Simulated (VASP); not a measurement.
NaF, 2 atoms in the cell. The structure is cubic, space group Fm-3m (No. 225). Conventional cell: a = 4.594 Å, b = 4.594 Å, c = 4.594 Å, α = 90.00°, β = 90.00°, γ = 90.00°. Na (site symmetry m-3m) has 6 F at 2.30 Å within 3.0 Å. F (site symmetry m-3m) has 6 Na at 2.30 Å within 3.0 Å. 

* Program: VASP 6.6.1
* Task: single point
* Functional: PBE
* Potentials or basis: VASP PAW PBE potentials, release 64 (Na_pv, F)
* Cutoff: 520 eV
* k mesh: 6 × 6 × 6
* Occupations: gaussian, width 0.01 eV
* Spin: no spin polarisation
* Dipole correction: no
* Further INCAR settings: ALGO = Normal; EDIFF = 1e-07; NBANDS = 14

Potentials or basis: VASP PAW PBE potentials, release 64 (Na_pv, F).

Run with:

```bash
$ cat potpaw_PBE.64/Na_pv/POTCAR potpaw_PBE.64/F/POTCAR > POTCAR
$ mpirun -np 1 vasp_std > vasp.out
```

Hardware: 1 thread of Intel(R) Xeon(R) 6975P-C (Granite Rapids) (shared host).

Q: How long does it take, and how much memory?

A: It took 2.3 s on 1 thread of Intel(R) Xeon(R) 6975P-C (Granite Rapids), on a shared host, peak memory 0.13 GiB. Counts: scf iterations 14, k points 16.
